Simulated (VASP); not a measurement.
Input of a VASP 6.6.1 run:

INCAR

```
SYSTEM = MoS
  PREC = Accurate
  ENCUT = 520
  EDIFF = 1E-6
  ISMEAR = 0
  SIGMA = 0.05
  LREAL = .FALSE.
  LASPH = .TRUE.
  NELM = 100
  ALGO = Normal
  ISIF = 2
  LWAVE = .FALSE.
  LCHARG = .FALSE.
  LDIPOL = .TRUE.
  IDIPOL = 3
  DIPOL = 0.5 0.5 0.500
  GGA = PS
  NBANDS = 28
```

The input KPOINTS:

```
regular mesh
0
G
  9 9 1
  0 0 0
```

File POSCAR:

```
MoS
1.0
    3.1431208273      0.0000000000      0.0000000000
   -1.5715604137      2.7220224836      0.0000000000
    0.0000000000      0.0000000000     21.2832906737
Mo S
2 2
Direct
    0.6666666667      0.3333333333      0.3523891167
    0.3333333333      0.6666666667      0.6476108833
    0.3333333333      0.6666666667      0.4255867827
    0.0000000000      0.0000000000      0.5743881339
```

Potentials or basis: VASP PAW PBE potentials, release 64 (Mo_sv, S).

The run is started by

```sh
$ cat potpaw_PBE.64/Mo_sv/POTCAR potpaw_PBE.64/S/POTCAR > POTCAR
$ mpirun -np 1 vasp_std > vasp.out
```

Problem. What does it give for the band gap on the k mesh?

Solution. Zero (band 20 reaches 0.72 eV, above the bottom of band 21 at 0.61 eV).

Problem. Estimate the largest force.

Solution. 1.212 eV/Å.

Forces on the atoms (eV/Å):
```
Mo   0.000  0.000  1.198
Mo   0.000  0.000 -1.212
S    0.000  0.000 -1.163
S    0.000  0.000  1.178
```

Caveat: the PAW data sets were made with another functional, which shifts forces and pressure a little.
